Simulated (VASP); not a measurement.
A run of VASP 6.6.1:

File INCAR:

```
SYSTEM = Hg
  ALGO = Fast
  EDIFF = 1E-6
  ENCUT = 520
  GGA = PE
  ISIF = 2
  ISMEAR = 0
  LASPH = .TRUE.
  LCHARG = .TRUE.
  LELF = .TRUE.
  LREAL = .FALSE.
  LVHAR = .TRUE.
  LWAVE = .FALSE.
  NBANDS = 19
  NELM = 100
  PREC = Accurate
  SIGMA = 0.1
```

The input KPOINTS:

```
k-points
0
G
  16 16 16
  0 0 0
```

Contents of POSCAR:

```
Hg
1.0
   -2.8726825294      2.8726825294      1.5655075146
    2.8726825294     -2.8726825294      1.5655075146
    2.8726825294      2.8726825294     -1.5655075146
Hg
2
Direct
    0.7500000000      0.2500000000      0.5000000000
    0.0000000000      0.0000000000      0.0000000000
```

Potentials or basis: VASP PAW PBE potentials, release 64 (Hg).

The run is started by

```sh
$ cat potpaw_PBE.64/Hg/POTCAR > POTCAR
$ mpirun -np 1 vasp_std > vasp.out
```

Hardware: 1 thread of Oxide Virtual Turin-like Processor (shared host).

Q: Estimate the wall time of this run.

A: It took 5.7 min on 1 thread of Oxide Virtual Turin-like Processor, with other jobs on the host, peak memory 0.35 GiB. Counts: scf iterations 11, k points 349.
